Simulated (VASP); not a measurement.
Runs of VASP 6.6.1 on Ga. The structure is that of space group I4/mmm (No. 139), or close to it. The cells are those of the table. 

```csv
task,cell,gap on the mesh (eV),pressure (GPa)
single point,"a = 2.965 Å, angles 123.9, 123.9, 83.4°, 1 atom",none,(a)
electric field gradients,"a = 2.972 Å, angles 124.2, 124.2, 82.8°, 1 atom",none,2.1
single point,"a = 2.975 Å, angles 123.9, 123.9, 83.4°, 1 atom",none,(b)
single point,"a = 3.005 Å, angles 123.9, 123.9, 83.4°, 1 atom",none,-0.6
electric field gradients,"a = 2.959 Å, angles 124.6, 124.6, 82.2°, 1 atom",none,3.5
```

Alike in all rows: level PBEsol; potentials or basis VASP PAW PBE potentials, release 64 (Ga_d); no spin polarisation; k mesh 16 × 16 × 16; cutoff (eV) 520; smearing fermi-dirac 0.03 eV.

Q: Fill in the values left out.

A: (a) 2.0; (b) 1.3.

Caveats: the PAW data sets were made with another functional, which shifts forces and pressure a little.

A k mesh can miss the band edges, and the runs leave out spin-orbit coupling on Ga.

A gap of «none» marks levels without a gap at the run's occupations.
